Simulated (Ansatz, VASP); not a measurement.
## One calculation of RbCl, two programs

The input INCAR:

```
SYSTEM = RbCl
  PREC = Accurate
  ENCUT = 400
  EDIFF = 1E-6
  ISMEAR = 0
  SIGMA = 0.15
  LREAL = .False.
  LASPH = .True.
  NELM = 120
  ALGO = Normal
  ISIF = 2
  LWAVE = .False.
  LCHARG = .True.
  LDIPOL = .True.
  IDIPOL = 3
  DIPOL = 0.5 0.5 0.500
  GGA = PE
  LELF = .True.
  LVHAR = .True.
  LVACPOTAV = .True.
  NBANDS = 24
  GGA_COMPAT = .False.
  NELMDL = -8
```

File KPOINTS:

```
regular mesh
0
Gamma
  4 4 1
  0 0 0
```

File POSCAR:

```
RbCl
1.0
    4.6301352032      0.0000000000      0.0000000000
    0.0000000000      4.6301352032      0.0000000000
    0.0000000000      0.0000000000     11.2740000000
Rb Cl
2 2
Direct
    0.0000000000      0.0000000000      0.3547986518
    0.5000000000      0.5000000000      0.6452013482
    0.5000000000      0.5000000000      0.3547986518
    0.0000000000      0.0000000000      0.6452013482
```

Input for Ansatz:

```yaml
crystal:
  lattice:
    - [4.630135203209513, 0.0, 0.0]
    - [-1.6354589469209264e-16, 4.630135203209513, 0.0]
    - [0.0, -0.0, 11.274]
  atoms:
    - { symbol: Rb, position: [0.0, 0.0, 0.3547986517651233] }
    - { symbol: Cl, position: [0.5, 0.4999999999999999, 0.3547986517651233] }
    - { symbol: Rb, position: [0.49999999999999994, 0.5000000000000001, 0.6452013482348766] }
    - { symbol: Cl, position: [0.0, 0.0, 0.6452013482348766] }
basis:
  ecutwfc: 510.0
kpoints:
  mp_grid:
    grid: [4, 4, 1]
hamiltonian:
  xc: pbe
efield:
  axis: 3
  dipole_correction: true
scf:
  convergence:
    dr2_threshold: 1.0e-09
  occupations:
    method: gaussian
    width: 0.15
```

Alike in both runs: task single point; functional PBE; k mesh 4 × 4 × 1; occupations gaussian, width 0.15 eV; no spin polarisation.

|  | VASP | Ansatz |
| --- | --- | --- |
| version | VASP 6.6.1 | Ansatz 0.2.0 |
| potentials or method | VASP PAW PBE potentials, release 64 (Rb_sv, Cl), cutoff 400 eV | plane waves, PAW |
| valence electrons in the cell | 32 | 32 |

|  | VASP | Ansatz | Ansatz less VASP |
| --- | --- | --- | --- |
| gap on the k mesh at the Fermi level (eV) | 4.54 | 4.55 | +0.005 |

Ansatz's warnings: vacuum density over bound.
